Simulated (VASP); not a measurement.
S, 1 atom in the cell. Symmetry: Pm-3m, No. 221, cubic system. The conventional cell has a = 2.497 Å, b = 2.497 Å, c = 2.497 Å, α = 90.00°, β = 90.00°, γ = 90.00°. S (site symmetry m-3m) has 6 S at 2.50 Å within 3.3 Å. 

- Program: VASP 6.6.1
- Task: single point
- Functional: PBE
- Potentials or basis: VASP PAW PBE potentials, release 64 (S)
- Cutoff: 520 eV
- k mesh: 17 × 17 × 17
- Occupations: methfessel-paxton, width 0.05 eV
- Spin: no spin polarisation
- Dipole correction: no
- Further INCAR settings: ALGO = Normal; EDIFF = 1e-07; NBANDS = 9

Potentials or basis: VASP PAW PBE potentials, release 64 (S).

Launch:

```console
$ cat potpaw_PBE.64/S/POTCAR > POTCAR
$ mpirun -np 1 vasp_std > vasp.out
```

Hardware: 1 thread of Intel(R) Xeon(R) Platinum 8375C CPU @ 2.90GHz (Ice Lake), on a shared host.

Problem. How long does it take, and how much memory?

Solution. Wall time 14 s on 1 thread of Intel(R) Xeon(R) Platinum 8375C CPU @ 2.90GHz (Ice Lake) (shared host), peak memory 0.13 GiB. Counts: scf iterations 11, k points 165.
